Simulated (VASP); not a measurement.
# Cd (P6_3/mmc) in VASP: further runs

Cd is run at these levels: PBE; tasks: single point.

Everything below comes from runs of VASP 6.6.1. Logs are shortened: lines on timing, memory, paths and dates and some standing lists are left out, and cuts for length are marked.

## Step 1: The cell of the first run

Symmetry: P6_3/mmc, No. 194, hexagonal system. Conventional cell: a = 3.196 Å, b = 3.196 Å, c = 5.186 Å, α = 90.00°, β = 90.00°, γ = 120.00°. Cd (site symmetry -6m2) has 12 Cd at 3.18 to 3.20 Å within 4.2 Å.

## Step 2: Single point, PBE (biaxial strain in the a-b plane: +6.0 %, then relaxed in part)

The input, INCAR:

```
SYSTEM = Cd
ALGO     = Fast           ! electronic algorithm
EDIFF    = 1E-6           ! SCF threshold, eV
ENCUT    = 520            ! plane-wave cutoff, eV
GGA      = PE             ! functional
ISIF     = 2              ! what is computed and relaxed
ISMEAR   = 0              ! smearing method
LASPH    = .TRUE.         ! aspherical terms in the spheres
LCHARG   = .FALSE.        ! write CHGCAR
LREAL    = .FALSE.        ! projectors in reciprocal space
LWAVE    = .FALSE.        ! write WAVECAR
NBANDS   = 19             ! bands
NELM     = 80             ! most SCF steps
PREC     = Accurate       ! precision mode
SIGMA    = 0.1            ! smearing width, eV
```

The input, KPOINTS:

```
k-points
0
G
  21 21 10
  0 0 0
```

The input, POSCAR:

```
Cd
1.0
    3.1957399074      0.0000000000      0.0000000000
   -1.5978699537      2.7675919437      0.0000000000
    0.0000000000      0.0000000000      5.1862974876
Cd
2
Direct
    0.3333333333      0.6666666667      0.2500000000
    0.6666666667      0.3333333333      0.7500000000
```

Potentials or basis: VASP PAW PBE potentials, release 64 (Cd).

Command:

```sh
> cat potpaw_PBE.64/Cd/POTCAR > POTCAR
> mpirun -np 1 vasp_std > vasp.out
```

OUTCAR:

```text
SYSTEM = Cd
   EDIFF = 1E-6
   ENCUT = 520
   GGA = PE
   ISIF = 2
   ISMEAR = 0
   LASPH = .TRUE.
   LREAL = .FALSE.
   NELM = 80
   PREC = Accurate

 ion  position               nearest neighbor table
   1  0.333  0.667  0.250-   2 3.18   2 3.18   2 3.18   2 3.18   2 3.18   2 3.18
   2  0.667  0.333  0.750-   1 3.18   1 3.18   1 3.18   1 3.18   1 3.18   1 3.18

  LATTYP: Found a hexagonal cell.
 ALAT       =     3.1957399074
 C/A-ratio  =     1.6228784688

  Lattice vectors:

 A1 = (   3.1957399074,   0.0000000000,   0.0000000000)
 A2 = (  -1.5978699537,   2.7675919437,   0.0000000000)
 A3 = (   0.0000000000,   0.0000000000,   5.1862974876)

Analysis of symmetry for initial positions (statically):
=====================================================================
 Subroutine PRICEL returns:
 Original cell was already a primitive cell.

 Routine SETGRP: Setting up the symmetry group for a
 hexagonal supercell.

 Subroutine GETGRP returns: Found 24 space group operations
 (whereof 12 operations were pure point group operations)
 out of a pool of 24 trial point group operations.

The static configuration has the point symmetry D_3d.
 The point group associated with its full space group is D_6h.

Analysis of symmetry for dynamics (positions and initial velocities):
=====================================================================
 Subroutine PRICEL returns:
 Original cell was already a primitive cell.

 Routine SETGRP: Setting up the symmetry group for a
 hexagonal supercell.

 Subroutine GETGRP returns: Found 24 space group operations
 (whereof 12 operations were pure point group operations)
 out of a pool of 24 trial point group operations.

The dynamic configuration has the point symmetry D_3d.
 The point group associated with its full space group is D_6h.

 Subroutine INISYM returns: Found 24 space group operations
 (whereof 12 operations are pure point group operations),
 and found     1 'primitive' translations

----------------------------------------------------------------------------------------

                                     Primitive cell

  volume of cell :      45.8702

  direct lattice vectors                    reciprocal lattice vectors
     3.195739907  0.000000000  0.000000000     0.312916579  0.180662471  0.000000000
    -1.597869954  2.767591944  0.000000000     0.000000000  0.361324943  0.000000000
     0.000000000  0.000000000  5.186297488     0.000000000  0.000000000  0.192815781

  length of vectors
     3.195739907  3.195739907  5.186297488     0.361324943  0.361324943  0.192815781

  position of ions in fractional coordinates (direct lattice)
     0.333333333  0.666666667  0.250000000
     0.666666667  0.333333333  0.750000000

  ion indices of the primitive-cell ions
   primitive index   ion index
                 1           1
                 2           2

----------------------------------------------------------------------------------------

 KPOINTS: k-points

Automatic generation of k-mesh.
 Grid dimensions read from file:
 generate k-points for:   21   21   10

 Generating k-lattice:

  Cartesian coordinates                     Fractional coordinates (reciprocal lattice)
     0.014900789  0.008602975  0.000000000     0.047619048  0.000000000  0.000000000
     0.000000000  0.017205950  0.000000000     0.000000000  0.047619048  0.000000000
     0.000000000  0.000000000  0.019281578     0.000000000  0.000000000  0.100000000

  Length of vectors
     0.017205950  0.017205950  0.019281578

  Shift w.r.t. Gamma in fractional coordinates (k-lattice)
     0.000000000  0.000000000  0.000000000

 Subroutine IBZKPT returns following result:
 ===========================================

 Found    288 irreducible k-points:

 Following reciprocal coordinates:
            Coordinates               Weight
  0.000000  0.000000  0.000000      1.000000
  0.047619  0.000000  0.000000      6.000000
  0.095238  0.000000  0.000000      6.000000
  0.142857  0.000000  0.000000      6.000000
  0.190476  0.000000  0.000000      6.000000
  0.238095  0.000000  0.000000      6.000000
[... 16 lines left out ...]
  0.142857  0.095238  0.000000     12.000000
  0.190476  0.095238  0.000000     12.000000
 [... further k-points ...]
   k-points           NKPTS =    288   k-points in BZ     NKDIM =    288   number of bands    NBANDS=     19
   number of dos      NEDOS =    301   number of ions     NIONS =      2
   total plane-waves  NPLWV =  23040
   dimension x,y,z NGX =    24 NGY =   24 NGZ =   40
   dimension x,y,z NGXF=    48 NGYF=   48 NGZF=   80
   ions per type =               2
   NGX,Y,Z   is equivalent  to a cutoff of  12.49, 12.49, 12.82 a.u.
   NGXF,Y,Z  is equivalent  to a cutoff of  24.97, 24.97, 25.64 a.u.
 SYSTEM =  Cd
   PREC   = accura    normal or accurate (medium, high low for compatibility)
   ISTART =      0    job   : 0-new  1-cont  2-samecut
   ICHARG =      2    charge: 1-file 2-atom 10-const
   ISPIN  =      1    spin polarized calculation?
   LNONCOLLINEAR =      F non collinear calculations
   LSORBIT =      F    spin-orbit coupling
   LASPH  =      T    aspherical Exc in radial PAW
   ENCUT  =  520.0 eV  38.22 Ry    6.18 a.u.   5.94  5.94  9.64*2*pi/ulx,y,z
   NELM   =     80;   NELMIN=  2; NELMDL= -5     # of ELM steps
   EDIFF  = 0.1E-05   stopping-criterion for ELM
   LREAL  =      F    real-space projection
   EDIFFG = 0.1E-04   stopping-criterion for IOM
   NSW    =      0    number of steps for IOM
   IBRION =     -1    ionic relax: 0-MD 1-quasi-New 2-CG
   NFREE  =      0    steps in history (QN), initial steepest desc. (CG)
   ISIF   =      2    stress and relaxation
   ISYM   =      2    0-nonsym 1-usesym 2-fastsym
   POTIM  = 0.5000    time-step for ionic-motion
   TEBEG  =    0.0;   TEEND  =   0.0 temperature during run
   PSTRESS=    0.0 pullay stress
   NELECT =      24.0000    total number of electrons
   NUPDOWN=      -1.0000    fix difference up-down
   EMIN   =  10.00;   EMAX   =-10.00  energy-range for DOS
   EFERMI =   0.00;   METHOD = LEGACY
   ISMEAR =     0;   SIGMA  =   0.10  broadening in eV -4-tet -1-fermi 0-gaus
   EFERMI_NEDOS =   21; number of points for ismear=-14 and -15
   IALGO  =     68    algorithm
   IMIX   =      4    mixing-type and parameters
     AMIX     =   0.40;   BMIX     =  1.00
     AMIX_MAG =   1.60;   BMIX_MAG =  1.00
  volume/ion in A,a.u.               =      22.94       154.77
  Fermi-wavevector in a.u.,A,eV,Ry     =   1.319173  2.492875 23.677079  1.740216
  Thomas-Fermi vector in A             =   2.449090
   LORBIT       =      0    0 simple, 1 ext, 2 COOP (PROOUT), +10 PAW based schemes
   GGA     = PE    functional components
   LHFCALC =     F    Hartree Fock is set to
   AEXX    =    0.0000 exact exchange contribution
   IVDW    =     0    specifies the selected vdW correction
   LEPSILON=     F    determine dielectric tensor
   LRPA    =     F    only Hartree local field effects (RPA)
 non-spin polarized calculation
 RMM-DIIS sequential band-by-band and
 Gauss-broadening in eV      SIGMA  =   0.10
  energy-cutoff  :      520.00
  volume of cell :       45.87
 maximum number of plane-waves:      1272
 NGX is ok and might be reduce to    24
   NGX = 11   NGY = 11   NGZ = 19

 number of electron      23.9999992 magnetization

 Free energy of the ion-electron system (eV)
  ---------------------------------------------------
  ext. energy  EPLUGINS =         0.00000000
  ---------------------------------------------------
  free energy    TOTEN  =        -1.46920196 eV

  energy without entropy =       -1.46544360  energy(sigma->0) =       -1.46732278

 E-fermi :   2.5699     XC(G=0): -10.7302

 val. band max:        2.5674568090   @ k =   0.3810   0.1905   0.4000
 cond. band min:       2.5794089181   @ k =   0.2381   0.1905   0.1000
 fundamental gap:      0.0119521091
 Fermi energy:         2.5699146325

 k-point     1 :       0.0000    0.0000    0.0000
  band No.  band energies     occupation
      1      -6.9580      2.00000
      2      -6.5237      2.00000
      3      -6.4802      2.00000
      4      -6.4802      2.00000
      5      -6.3955      2.00000
      6      -6.3955      2.00000
[... 11 lines left out ...]
     18      16.3504      0.00000
     19      16.7918      0.00000

 k-point     2 :       0.0476    0.0000    0.0000
  band No.  band energies     occupation
      1      -6.9445      2.00000
      2      -6.5403      2.00000
      3      -6.4659      2.00000
      4      -6.4627      2.00000
      5      -6.3987      2.00000
      6      -6.3823      2.00000
[... 11 lines left out ...]
     18      16.9003      0.00000
     19      16.9598      0.00000

 k-point     3 :       0.0952    0.0000    0.0000
  band No.  band energies     occupation
      1      -6.9087      2.00000
      2      -6.5705      2.00000
      3      -6.4321      2.00000
      4      -6.4238      2.00000
      5      -6.4064      2.00000
      6      -6.3439      2.00000
[... 11 lines left out ...]
     18      17.2870      0.00000
     19      17.4590      0.00000

 k-point     4 :       0.1429    0.0000    0.0000
  band No.  band energies     occupation
      1      -6.8678      2.00000
      2      -6.5968      2.00000
      3      -6.4435      2.00000
      4      -6.3717      2.00000
      5      -6.3650      2.00000
      6      -6.3571      2.00000
[... 11 lines left out ...]
     18      16.2312      0.00000
     19      17.4643      0.00000

 k-point     5 :       0.1905    0.0000    0.0000
  band No.  band energies     occupation
      1      -6.8532      2.00000
      2      -6.6041      2.00000
      3      -6.4650      2.00000
      4      -6.4396      2.00000
      5      -6.3665      2.00000
      6      -6.3144      2.00000
[... 11 lines left out ...]
     18      14.8156      0.00000
     19      17.3169      0.00000

 k-point     6 :       0.2381    0.0000    0.0000
  band No.  band energies     occupation
      1      -6.8797      2.00000
      2      -6.6142      2.00000
      3      -6.5318      2.00000
      4      -6.4513      2.00000
      5      -6.4048      2.00000
      6      -6.2457      2.00000
[... 11 lines left out ...]
     18      13.7966      0.00000
     19      16.6968      0.00000

 k-point     7 :       0.2857    0.0000    0.0000
  band No.  band energies     occupation
      1      -6.9283      2.00000
      2      -6.6506      2.00000
      3      -6.6302      2.00000
      4      -6.4420      2.00000
      5      -6.3990      2.00000
      6      -6.1870      2.00000
[... 11 lines left out ...]
     18      13.5501      0.00000
     19      16.0422      0.00000

 k-point     8 :       0.3333    0.0000    0.0000
  band No.  band energies     occupation
      1      -6.9806      2.00000
      2      -6.7227      2.00000
      3      -6.6953      2.00000
      4      -6.4753      2.00000
      5      -6.3419      2.00000
      6      -6.2306      2.00000
[... 256 lines left out ...]
 k-point    20 :       0.4286    0.0476    0.0000
  band No.  band energies     occupation
      1      -7.0560      2.00000
      2      -6.8715      2.00000
      3      -6.7617      2.00000
      4      -6.5274      2.00000
      5      -6.2946      2.00000
      6      -6.2526      2.00000
[... 11 lines left out ...]
     18      13.6390      0.00000
     19      14.2466      0.00000

 k-point    21 :       0.4762    0.0476    0.0000
  band No.  band energies     occupation
      1      -7.0649      2.00000
      2      -6.8854      2.00000
      3      -6.7694      2.00000
      4      -6.5318      2.00000
      5      -6.3005      2.00000
      6      -6.2440      2.00000
[... 11 lines left out ...]
     18      13.6155      0.00000
     19      14.1762      0.00000

 k-point    22 :       0.0952    0.0952    0.0000
  band No.  band energies     occupation
      1      -6.8368      2.00000
      2      -6.6289      2.00000
      3      -6.4134      2.00000
      4      -6.3784      2.00000
      5      -6.3680      2.00000
      6      -6.3676      2.00000
[... 11 lines left out ...]
     18      16.1465      0.00000
     19      16.2445      0.00000

 k-point    23 :       0.1429    0.0952    0.0000
  band No.  band energies     occupation
      1      -6.8077      2.00000
      2      -6.6537      2.00000
      3      -6.4532      2.00000
      4      -6.4209      2.00000
      5      -6.4034      2.00000
      6      -6.3194      2.00000
[... 11 lines left out ...]
     18      15.5730      0.00000
     19      15.7840      0.00000

 k-point    24 :       0.1905    0.0952    0.0000
  band No.  band energies     occupation
      1      -6.8242      2.00000
      2      -6.6486      2.00000
      3      -6.5458      2.00000
      4      -6.4371      2.00000
      5      -6.4246      2.00000
      6      -6.2602      2.00000
[... 11 lines left out ...]
     18      14.9772      0.00000
     19      15.2450      0.00000

 [... further k-points ...]

------------------------ aborting loop because EDIFF is reached ----------------------------------------

  FORCE on cell =-STRESS in cart. coord.  units (eV):
  Direction    XX          YY          ZZ          XY          YZ          ZX
  --------------------------------------------------------------------------------------
  -------------------------------------------------------------------------------------
  Total       -0.1552239     -0.1552239      0.0686374      0.0000000     -0.0000000      0.0000000
  in kB       -5.4217331     -5.4217331      2.3974000      0.0000000     -0.0000000      0.0000000
  external PRESSURE =      -2.8153554 kB  Pullay stress =       0.0000000 kB

 VOLUME and BASIS-vectors are now :
 -----------------------------------------------------------------------------
  energy-cutoff  :      520.00
  volume of cell :       45.87
      direct lattice vectors                 reciprocal lattice vectors
     3.195739907  0.000000000  0.000000000     0.312916579  0.180662471  0.000000000
    -1.597869954  2.767591944  0.000000000     0.000000000  0.361324943  0.000000000
     0.000000000  0.000000000  5.186297488     0.000000000  0.000000000  0.192815781

 POSITION                                       TOTAL-FORCE (eV/Angst)
 -----------------------------------------------------------------------------------
     -0.00000      1.84506      1.29657        -0.000000      0.000000      0.000000
      1.59787      0.92253      3.88972         0.000000     -0.000000      0.000000
 -----------------------------------------------------------------------------------
    total drift:                               -0.000000      0.000000      0.000000

  FREE ENERGIE OF THE ION-ELECTRON SYSTEM (eV)
  ---------------------------------------------------
  free  energy   TOTEN  =        -1.4692019603 eV

  energy  without entropy=       -1.4654436026  energy(sigma->0) =       -1.46732278
```

It took 55 s on 1 thread of Intel Xeon 6975P-C (Granite Rapids), shared host; peak memory 0.3 GiB.

Results:

| Quantity | Value |
| --- | --- |
| Free energy | -1.4692 eV |
| Pressure | -0.3 GPa |
| Band gap on the k mesh | zero (bands 12 and 13 overlap by 2.82 eV) |

Levels at points of the mesh, in eV from the Fermi level:
```tsv
k point	band 10	band 11	band 12	band 13	band 14	band 15
(0.00, 0.00, 0.00)	-8.41	-8.41	-2.18	-1.41	11.86	11.86
(0.00, 0.00, 0.50)	-8.55	-6.83	-6.83	6.06	6.06	13.05
```

Caveat: the cell differs from its parent crystal (biaxial strain in the a-b plane: +6.0 %, then relaxed in part).

## Step 3: Single point, PBE (biaxial strain in the a-b plane: +2.0 %, then relaxed in part)

The input, INCAR:

```
SYSTEM = Cd
  ALGO = Fast
  EDIFF = 1E-6
  ENCUT = 520
  GGA = PE
  ISIF = 2
  ISMEAR = 0
  LASPH = .True.
  LCHARG = .False.
  LREAL = .False.
  LWAVE = .False.
  NBANDS = 19
  NELM = 100
  PREC = Accurate
  SIGMA = 0.1
```

The input, KPOINTS:

```
k-points
0
Gamma
  21 21 10
  0 0 0
```

The input, POSCAR:

```
Cd
1.0
    3.0751459486      0.0000000000      0.0000000000
   -1.5375729743      2.6631545118      0.0000000000
    0.0000000000      0.0000000000      5.6342211957
Cd
2
Direct
    0.3333333333      0.6666666667      0.2500000000
    0.6666666667      0.3333333333      0.7500000000
```

Potentials or basis: VASP PAW PBE potentials, release 64 (Cd).

Command:

```sh
> cat potpaw_PBE.64/Cd/POTCAR > POTCAR
> mpirun -np 1 vasp_std > vasp.out
```

Wall time 60 s (1 thread of Intel Xeon 6975P-C (Granite Rapids), shared host); peak memory 0.3 GiB.

It converged, with:

* Free energy: -1.4889 eV
* Pressure: -0.4 GPa
* Band gap on the k mesh: zero (bands 12 and 13 overlap by 4.04 eV)

Stress tensor (GPa, compression positive):
```
-0.64  0.00  0.00
 0.00 -0.64  0.00
 0.00  0.00  0.18
```

Levels at points of the mesh, in eV from the Fermi level:
```csv
k point,band 9,band 10,band 11,band 12,band 13,band 14,band 15,band 16
"(0.00, 0.00, 0.00)",-8.49,-8.47,-8.47,-2.82,-2.70,10.86,13.64,13.64
"(0.00, 0.00, 0.50)",-8.58,-8.58,-7.03,-7.03,3.93,3.93,14.18,14.18
```

Caveat: the cell differs from its parent crystal (biaxial strain in the a-b plane: +2.0 %, then relaxed in part).

(Continued in part 2 of 2.)

The gap in the log of VASP goes by the Fermi energy; the results here count the filled bands.